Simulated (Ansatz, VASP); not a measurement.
## One calculation of HfBe2Si2, two programs

```
Hf Be Si
1.0
     3.78870    0.00000    0.00000
    -1.89435    3.28111    0.00000
     0.00000    0.00000    5.85869
Hf Be Si
1 2 2
Direct
  0.00000 0.00000 0.00000
  0.33333 0.66667 0.30084
  0.66667 0.33333 0.69916
  0.33333 0.66667 0.71090
  0.66667 0.33333 0.28910
```

Change from the starting cell: species swapped into the CaCu2S2 type (P-3m1, No. 164).

Alike in both runs: functional PBE; k mesh 6 × 6 × 4; occupations gaussian, width 0.1 eV; no spin polarisation.

Ansatz relaxed the structure, and its values are those at the end. VASP's run is a single point on that final structure, the one shown.

|  | VASP | Ansatz |
| --- | --- | --- |
| version | VASP 6.6.1 | Ansatz 0.2.0 |
| potentials or method | VASP PAW PBE potentials, release 64 (Hf_pv, Be, Si), cutoff 520 eV | scalar-relativistic, plane waves, PAW |
| valence electrons in the cell | 22 | 38 |

Ansatz gave:

- gap on the k mesh at the Fermi level (eV): none
- pressure (GPa): 0.0
- rms of the force components (eV/Å): 0.009

Q: Which values does VASP return?

A: gap on the k mesh at the Fermi level (eV): none; pressure (GPa): -0.1; rms of the force components (eV/Å): 0.006.

A gap of «none» marks a metal or a gap that the smearing closes. The functional is the same, so the differences come from potentials, cutoffs and numerics. VASP's potentials hold 22 valence electrons a cell and Ansatz's 38, so a difference there can come from the potentials and not from the codes.

Spin-orbit coupling is off throughout.
